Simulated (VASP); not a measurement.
Fe: single point with PBE+U

Fe:

```
CELL_PARAMETERS angstrom
-1.43040 1.43040 1.43040
1.43040 -1.43040 1.43040
1.43040 1.43040 -1.43040
ATOMIC_POSITIONS crystal
Fe 0.00000 0.00000 0.00000
```

```json
{"Program": "VASP 6.6.1", "Task": "single point", "Functional": "PBE", "Potentials or basis": "VASP PAW PBE potentials, release 64 (Fe)", "Cutoff": "520 eV", "k mesh": "12 × 12 × 12", "Occupations": "fermi-dirac, width 0.05 eV", "Spin": "collinear spin, ferromagnetic start", "Starting moments": "[1.84] μB", "Fixed moment": "1.84 μB", "Hubbard terms": "Fe d U = 5.3 eV"}
```

```yaml
Pressure: -4.7 GPa
Net_moment: 1.84 μB per cell
Site_moments: Fe +1.94 μB
Valence_electrons_inside_the_program's_atomic_spheres: Fe 7.30
```

Eigenvalues of the final occupation matrices:
```
    site  spin  trace               eigenvalues
site 1 d     1   4.25  0.79 0.79 0.79 0.94 0.94
site 1 d     2   2.12  0.13 0.13 0.62 0.62 0.62
```

It took 14 s on 1 thread of AMD EPYC 9R45 96-Core Processor (Zen 5) (shared host), peak memory 0.1 GiB.

Caveat: the total moment is fixed, so each spin has its own Fermi level; the U is typed as a test and isn't derived for this compound. The state reached can hang on the start; a lower one may exist.
